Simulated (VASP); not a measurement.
# Na (Fm-3m) in VASP: notebook

Na is run at these levels: LDA; tasks: single point.

All numbers are computed with VASP 6.6.1; they aren't measurements. Logs are shortened: lines on timing, memory, paths and dates and some standing lists are left out, and cuts for length are marked.

### Step 1. The cell of the first run

It takes space group Fm-3m (No. 225, cubic). The conventional cell has a = 5.117 Å, b = 5.117 Å, c = 5.117 Å, α = 90.00°, β = 90.00°, γ = 90.00°. Within 4.8 Å of Na (site symmetry m-3m) lie 12 Na at 3.62 Å.

### Step 2. Single point, LDA

INCAR reads:

```
PREC = Accurate ; ENCUT = 520
EDIFF = 1E-7 ; ISMEAR = -1
SIGMA = 0.1 ; LREAL = False
LASPH = True ; NELM = 100
ALGO = Normal ; ISIF = 2
LWAVE = False ; LCHARG = False
NBANDS = 10
```

KPOINTS reads:

```
Automatic mesh
0
Gamma
  12 12 12
```

POSCAR reads:

```
Na
1.0
    0.0000000000      2.5584005384      2.5584005384
    2.5584005384      0.0000000000      2.5584005384
    2.5584005384      2.5584005384      0.0000000000
Na
1
Direct
    0.0000000000      0.0000000000      0.0000000000
```

Potentials or basis: VASP PAW LDA potentials, release 64 (Na_pv).

Started as:

```bash
> cat potpaw_LDA.64/Na_pv/POTCAR > POTCAR
> mpirun -np 1 vasp_std > vasp.out
```

OUTCAR:

```text
PREC = Accurate
   ENCUT = 520
   EDIFF = 1E-7
   ISMEAR = -1
   LREAL = False
   LASPH = True
   NELM = 100
   ISIF = 2

 ion  position               nearest neighbor table
   1  0.000  0.000  0.000-

  LATTYP: Found a face centered cubic cell.
 ALAT       =     5.1168010768

  Lattice vectors:

 A1 = (   0.0000000000,   2.5584005384,   2.5584005384)
 A2 = (   2.5584005384,   0.0000000000,   2.5584005384)
 A3 = (   2.5584005384,   2.5584005384,   0.0000000000)

Analysis of symmetry for initial positions (statically):
=====================================================================
 Subroutine PRICEL returns:
 Original cell was already a primitive cell.

 Routine SETGRP: Setting up the symmetry group for a
 face centered cubic supercell.

 Subroutine GETGRP returns: Found 48 space group operations
 (whereof 48 operations were pure point group operations)
 out of a pool of 48 trial point group operations.

The static configuration has the point symmetry O_h .

Analysis of symmetry for dynamics (positions and initial velocities):
=====================================================================
 Subroutine PRICEL returns:
 Original cell was already a primitive cell.

 Routine SETGRP: Setting up the symmetry group for a
 face centered cubic supercell.

 Subroutine GETGRP returns: Found 48 space group operations
 (whereof 48 operations were pure point group operations)
 out of a pool of 48 trial point group operations.

The dynamic configuration has the point symmetry O_h .

 Subroutine INISYM returns: Found 48 space group operations
 (whereof 48 operations are pure point group operations),
 and found     1 'primitive' translations

----------------------------------------------------------------------------------------

                                     Primitive cell

  volume of cell :      33.4916

  direct lattice vectors                    reciprocal lattice vectors
     0.000000000  2.558400538  2.558400538    -0.195434606  0.195434606  0.195434606
     2.558400538  0.000000000  2.558400538     0.195434606 -0.195434606  0.195434606
     2.558400538  2.558400538  0.000000000     0.195434606  0.195434606 -0.195434606

  length of vectors
     3.618124739  3.618124739  3.618124739     0.338502666  0.338502666  0.338502666

  position of ions in fractional coordinates (direct lattice)
     0.000000000  0.000000000  0.000000000

  ion indices of the primitive-cell ions
   primitive index   ion index
                 1           1

----------------------------------------------------------------------------------------

 KPOINTS: Automatic mesh

Automatic generation of k-mesh.
 Grid dimensions read from file:
 generate k-points for:   12   12   12

 Generating k-lattice:

  Cartesian coordinates                     Fractional coordinates (reciprocal lattice)
    -0.016286217  0.016286217  0.016286217     0.083333333  0.000000000  0.000000000
     0.016286217 -0.016286217  0.016286217     0.000000000  0.083333333  0.000000000
     0.016286217  0.016286217 -0.016286217     0.000000000  0.000000000  0.083333333

  Length of vectors
     0.028208556  0.028208556  0.028208556

  Shift w.r.t. Gamma in fractional coordinates (k-lattice)
     0.000000000  0.000000000  0.000000000

 Subroutine IBZKPT returns following result:
 ===========================================

 Found     72 irreducible k-points:

 Following reciprocal coordinates:
            Coordinates               Weight
  0.000000  0.000000  0.000000      1.000000
  0.083333  0.000000  0.000000      8.000000
  0.166667  0.000000  0.000000      8.000000
  0.250000  0.000000  0.000000      8.000000
  0.333333  0.000000  0.000000      8.000000
  0.416667  0.000000  0.000000      8.000000
[... 16 lines left out ...]
  0.500000  0.166667  0.000000     24.000000
 -0.416667  0.166667  0.000000     24.000000
 [... further k-points ...]
   k-points           NKPTS =     72   k-points in BZ     NKDIM =     72   number of bands    NBANDS=     10
   number of dos      NEDOS =    301   number of ions     NIONS =      1
   total plane-waves  NPLWV =  21952
   dimension x,y,z NGX =    28 NGY =   28 NGZ =   28
   dimension x,y,z NGXF=    56 NGYF=   56 NGZF=   56
   ions per type =               1
   NGX,Y,Z   is equivalent  to a cutoff of  12.87, 12.87, 12.87 a.u.
   NGXF,Y,Z  is equivalent  to a cutoff of  25.73, 25.73, 25.73 a.u.
 SYSTEM =  unknown system
   PREC   = accura    normal or accurate (medium, high low for compatibility)
   ISTART =      0    job   : 0-new  1-cont  2-samecut
   ICHARG =      2    charge: 1-file 2-atom 10-const
   ISPIN  =      1    spin polarized calculation?
   LNONCOLLINEAR =      F non collinear calculations
   LSORBIT =      F    spin-orbit coupling
   LASPH  =      T    aspherical Exc in radial PAW
   ENCUT  =  520.0 eV  38.22 Ry    6.18 a.u.   6.73  6.73  6.73*2*pi/ulx,y,z
   NELM   =    100;   NELMIN=  2; NELMDL= -5     # of ELM steps
   EDIFF  = 0.1E-06   stopping-criterion for ELM
   LREAL  =      F    real-space projection
   EDIFFG = 0.1E-05   stopping-criterion for IOM
   NSW    =      0    number of steps for IOM
   IBRION =     -1    ionic relax: 0-MD 1-quasi-New 2-CG
   NFREE  =      0    steps in history (QN), initial steepest desc. (CG)
   ISIF   =      2    stress and relaxation
   ISYM   =      2    0-nonsym 1-usesym 2-fastsym
   POTIM  = 0.5000    time-step for ionic-motion
   TEBEG  =    0.0;   TEEND  =   0.0 temperature during run
   PSTRESS=    0.0 pullay stress
   NELECT =       7.0000    total number of electrons
   NUPDOWN=      -1.0000    fix difference up-down
   EMIN   =  10.00;   EMAX   =-10.00  energy-range for DOS
   EFERMI =   0.00;   METHOD = LEGACY
   ISMEAR =    -1;   SIGMA  =   0.10  broadening in eV -4-tet -1-fermi 0-gaus
   EFERMI_NEDOS =   21; number of points for ismear=-14 and -15
   IALGO  =     38    algorithm
   IMIX   =      4    mixing-type and parameters
     AMIX     =   0.40;   BMIX     =  1.00
     AMIX_MAG =   1.60;   BMIX_MAG =  1.00
  volume/ion in A,a.u.               =      33.49       226.01
  Fermi-wavevector in a.u.,A,eV,Ry     =   0.971544  1.835951 12.842499  0.943897
  Thomas-Fermi vector in A             =   2.101769
   LORBIT       =      0    0 simple, 1 ext, 2 COOP (PROOUT), +10 PAW based schemes
   GGA     = CA    functional components
   LHFCALC =     F    Hartree Fock is set to
   AEXX    =    0.0000 exact exchange contribution
   IVDW    =     0    specifies the selected vdW correction
   LEPSILON=     F    determine dielectric tensor
   LRPA    =     F    only Hartree local field effects (RPA)
 non-spin polarized calculation
  energy-cutoff  :      520.00
  volume of cell :       33.49
 maximum number of plane-waves:       934
   NGX = 13   NGY = 13   NGZ = 13

 number of electron       6.9999993 magnetization

 Free energy of the ion-electron system (eV)
  ---------------------------------------------------
  ext. energy  EPLUGINS =         0.00000000
  ---------------------------------------------------
  free energy    TOTEN  =        -1.46355353 eV

  energy without entropy =       -1.44965717  energy(sigma->0) =       -1.45660535

 E-fermi :   0.4317     XC(G=0):  -7.0188

 val. band max:        0.3126639218   @ k =   0.5000   0.2500   0.0833
 cond. band min:       0.4612274422   @ k =  -0.4167   0.0833   0.0000
 fundamental gap:      0.1485635204
 Fermi energy:         0.4317182463

 k-point     1 :       0.0000    0.0000    0.0000
  band No.  band energies     occupation
      1     -24.4061      2.00000
      2     -24.4061      2.00000
      3     -24.4061      2.00000
      4      -3.0465      2.00000
      5      12.1119      0.00000
      6      12.1119      0.00000
      7      12.1119      0.00000
      8      13.4637      0.00000
      9      13.9443      0.00000
     10      13.9443      0.00000

 k-point     2 :       0.0833    0.0000    0.0000
  band No.  band energies     occupation
      1     -24.4096      2.00000
      2     -24.4066      2.00000
      3     -24.4066      2.00000
      4      -2.9222      2.00000
      5      10.4710      0.00000
      6      11.8964      0.00000
      7      11.8964      0.00000
      8      13.4872      0.00000
      9      14.3446      0.00000
     10      14.3446      0.00000

 k-point     3 :       0.1667    0.0000    0.0000
  band No.  band energies     occupation
      1     -24.4191      2.00000
      2     -24.4079      2.00000
      3     -24.4079      2.00000
      4      -2.5514      2.00000
      5       8.3319      0.00000
      6      11.5365      0.00000
      7      11.5365      0.00000
      8      13.0432      0.00000
      9      14.8548      0.00000
     10      14.8549      0.00000

 k-point     4 :       0.2500    0.0000    0.0000
  band No.  band energies     occupation
      1     -24.4320      2.00000
      2     -24.4096      2.00000
      3     -24.4096      2.00000
      4      -1.9401      2.00000
      5       6.3012      0.00000
      6      11.2624      0.00000
      7      11.2624      0.00000
      8      12.6772      0.00000
      9      13.9447      0.00000
     10      13.9447      0.00000

 k-point     5 :       0.3333    0.0000    0.0000
  band No.  band energies     occupation
      1     -24.4448      2.00000
      2     -24.4114      2.00000
      3     -24.4114      2.00000
      4      -1.0973      2.00000
      5       4.4377      0.00000
      6      11.1229      0.00000
      7      11.1229      0.00000
      8      12.4764      0.00000
      9      13.1289      0.00000
     10      13.1289      0.00000

 k-point     6 :       0.4167    0.0000    0.0000
  band No.  band energies     occupation
      1     -24.4541      2.00000
      2     -24.4127      2.00000
      3     -24.4127      2.00000
      4      -0.0368      1.98171
      5       2.7646      0.00000
      6      11.1002      0.00000
      7      11.1002      0.00000
      8      12.4210      0.00000
      9      12.5682      0.00000
     10      12.5682      0.00000
[... 183 lines left out ...]
 k-point    21 :       0.3333    0.1667    0.0000
  band No.  band energies     occupation
      1     -24.4374      2.00000
      2     -24.4150      2.00000
      3     -24.4149      2.00000
      4      -1.2565      2.00000
      5       6.0064      0.00000
      6       9.2123      0.00000
      7       9.4865      0.00000
      8      10.5980      0.00000
      9      13.8276      0.00000
     10      16.1672      0.00000

 k-point    22 :       0.4167    0.1667    0.0000
  band No.  band energies     occupation
      1     -24.4467      2.00000
      2     -24.4179      2.00000
      3     -24.4160      2.00000
      4      -0.3474      1.99917
      5       4.2368      0.00000
      6       8.5356      0.00000
      7       9.4519      0.00000
      8      10.4707      0.00000
      9      15.2603      0.00000
     10      15.3561      0.00000

 k-point    23 :       0.5000    0.1667    0.0000
  band No.  band energies     occupation
      1     -24.4522      2.00000
      2     -24.4206      2.00000
      3     -24.4161      2.00000
      4       0.7664      0.06800
      5       2.6558      0.00000
      6       7.9647      0.00000
      7       9.6142      0.00000
      8      10.5976      0.00000
      9      14.7170      0.00000
     10      15.8309      0.00000

 k-point    24 :      -0.4167    0.1667    0.0000
  band No.  band energies     occupation
      1     -24.4526      2.00000
      2     -24.4223      2.00000
      3     -24.4150      2.00000
      4       1.1625      0.00134
      5       2.1922      0.00000
      6       7.5607      0.00000
      7       9.9763      0.00000
      8      10.9776      0.00000
      9      14.2580      0.00000
     10      15.4495      0.00000

 [... further k-points ...]

------------------------ aborting loop because EDIFF is reached ----------------------------------------

  FORCE on cell =-STRESS in cart. coord.  units (eV):
  Direction    XX          YY          ZZ          XY          YZ          ZX
  --------------------------------------------------------------------------------------
  -------------------------------------------------------------------------------------
  Total       -0.0080352     -0.0080352     -0.0080352      0.0000000      0.0000000     -0.0000000
  in kB       -0.3843884     -0.3843884     -0.3843884      0.0000000      0.0000000     -0.0000000
  external PRESSURE =      -0.3843884 kB  Pullay stress =       0.0000000 kB

 VOLUME and BASIS-vectors are now :
 -----------------------------------------------------------------------------
  energy-cutoff  :      520.00
  volume of cell :       33.49
      direct lattice vectors                 reciprocal lattice vectors
     0.000000000  2.558400538  2.558400538    -0.195434606  0.195434606  0.195434606
     2.558400538  0.000000000  2.558400538     0.195434606 -0.195434606  0.195434606
     2.558400538  2.558400538  0.000000000     0.195434606  0.195434606 -0.195434606

 POSITION                                       TOTAL-FORCE (eV/Angst)
 -----------------------------------------------------------------------------------
      0.00000      0.00000      0.00000         0.000000      0.000000     -0.000000
 -----------------------------------------------------------------------------------
    total drift:                               -0.000000     -0.000000     -0.000000

  FREE ENERGIE OF THE ION-ELECTRON SYSTEM (eV)
  ---------------------------------------------------
  free  energy   TOTEN  =        -1.4635535279 eV

  energy  without entropy=       -1.4496571667  energy(sigma->0) =       -1.45660535
```

Wall time 8.6 s (1 thread of Intel Xeon 6975P-C (Granite Rapids), shared host); peak memory 0.14 GiB.

Results:

| Property | Result |
| --- | --- |
| Free energy | -1.4636 eV |
| Pressure | 0.0 GPa |

Levels at points of the mesh, in eV from the Fermi level:
| k point | band 1 | band 2 | band 3 | band 4 | band 5 | band 6 | band 7 | band 8 | band 9 |
| --- | --- | --- | --- | --- | --- | --- | --- | --- | --- |
| (0.00, 0.00, 0.00) | -24.84 | -24.84 | -24.84 | -3.48 | 11.68 | 11.68 | 11.68 | 13.03 | 13.51 |
| (0.50, 0.00, 0.00) | -24.89 | -24.84 | -24.84 | 0.61 | 1.05 | 10.68 | 10.68 | 11.93 | 11.93 |
| (0.50, 0.50, 0.00) | -24.89 | -24.86 | -24.86 | 1.91 | 2.47 | 6.60 | 7.62 | 7.62 | 9.81 |

### Step 3. Single point, LDA (volume scaled by 1.04)

INCAR reads:

```
SYSTEM = Na
PREC     = Accurate       ! precision mode
ENCUT    = 520            ! plane-wave cutoff, eV
EDIFF    = 1E-6           ! SCF threshold, eV
ISMEAR   = -1             ! smearing method
SIGMA    = 0.1            ! smearing width, eV
LREAL    = .False.        ! projectors in reciprocal space
LASPH    = .True.         ! aspherical terms in the spheres
NELM     = 60             ! most SCF steps
ALGO     = Normal         ! electronic algorithm
ISIF     = 2              ! what is computed and relaxed
LWAVE    = .False.        ! write WAVECAR
LCHARG   = .True.         ! write CHGCAR
LELF     = .True.         ! ELF
LVHAR    = .True.       
NBANDS   = 10             ! bands
```

KPOINTS reads:

```
Automatic mesh
0
Gamma
  12 12 12
  0 0 0
```

POSCAR reads:

```
Na
1.0
    0.0000000000      2.5920675642      2.5920675642
    2.5920675642      0.0000000000      2.5920675642
    2.5920675642      2.5920675642      0.0000000000
Na
1
Direct
    0.0000000000      0.0000000000      0.0000000000
```

Potentials or basis: VASP PAW LDA potentials, release 64 (Na_pv).

Started as:

```bash
> cat potpaw_LDA.64/Na_pv/POTCAR > POTCAR
> mpirun -np 1 vasp_std > vasp.out
```

Wall time 9.3 s (1 thread of Intel Xeon 6975P-C (Granite Rapids), shared host); peak memory 0.14 GiB.

The run converged. Its results:

| Quantity | Value |
| --- | --- |
| Free energy | -1.4619 eV |
| Pressure | -0.4 GPa |

Levels at points of the mesh, in eV from the Fermi level:
```csv
k point,band 2,band 3,band 4,band 5,band 6,band 7
"(0.00, 0.00, 0.00)",-24.87,-24.87,-3.39,11.44,11.44,11.44
"(0.50, 0.00, 0.00)",-24.87,-24.87,0.61,1.00,10.47,10.47
"(0.50, 0.50, 0.00)",-24.88,-24.88,1.86,2.42,6.49,7.41
```

### Step 4. Single point, LDA (volume scaled by 1.08)

INCAR reads:

```
PREC = Accurate ; ENCUT = 520
EDIFF = 1E-7 ; ISMEAR = -1
SIGMA = 0.1 ; LREAL = F
LASPH = T ; NELM = 60
ALGO = Normal ; ISIF = 2
LWAVE = F ; LCHARG = F
GGA = CA ; NBANDS = 10
```

KPOINTS reads:

```
regular mesh
0
Gamma
  12 12 12
```

POSCAR reads:

```
Na
1.0
    0.0000000000      2.6248820296      2.6248820296
    2.6248820296      0.0000000000      2.6248820296
    2.6248820296      2.6248820296      0.0000000000
Na
1
Direct
    0.0000000000      0.0000000000      0.0000000000
```

Started as:

```bash
> cat potpaw_LDA.64/Na_pv/POTCAR > POTCAR
> mpirun -np 1 vasp_std > vasp.out
```

It took 8 s on 1 thread of Intel Xeon 6975P-C (Granite Rapids), shared host; peak memory 0.14 GiB.

Results (log left out):

| Quantity | Value |
| --- | --- |
| Free energy | -1.4577 eV |
| Pressure | -0.6 GPa |

Levels at points of the mesh, in eV from the Fermi level:
| k point | band 1 | band 2 | band 3 | band 4 | band 5 | band 6 | band 7 | band 8 | band 9 |
| --- | --- | --- | --- | --- | --- | --- | --- | --- | --- |
| (0.00, 0.00, 0.00) | -24.90 | -24.90 | -24.90 | -3.31 | 11.21 | 11.21 | 11.21 | 12.49 | 12.79 |
| (0.50, 0.00, 0.00) | -24.93 | -24.90 | -24.90 | 0.61 | 0.96 | 10.26 | 10.26 | 11.26 | 11.26 |
| (0.50, 0.50, 0.00) | -24.93 | -24.91 | -24.91 | 1.82 | 2.37 | 6.38 | 7.22 | 7.22 | 9.18 |

### Step 5. Summary

```csv
cell,gap on the mesh (eV),pressure (GPa)
"a = 3.618 Å, angles 60.0°, 1 atom",none,0.0
"a = 3.666 Å, angles 60.0°, 1 atom",none,-0.4
"a = 3.712 Å, angles 60.0°, 1 atom",none,-0.6
```

Alike in all rows: task single point; level LDA; potentials or basis VASP PAW LDA potentials, release 64 (Na_pv); no spin polarisation; k mesh 12 × 12 × 12; cutoff (eV) 520; smearing fermi-dirac 0.1 eV.

Total energies depend on the potentials used, so only differences within one code and one set of settings carry meaning.
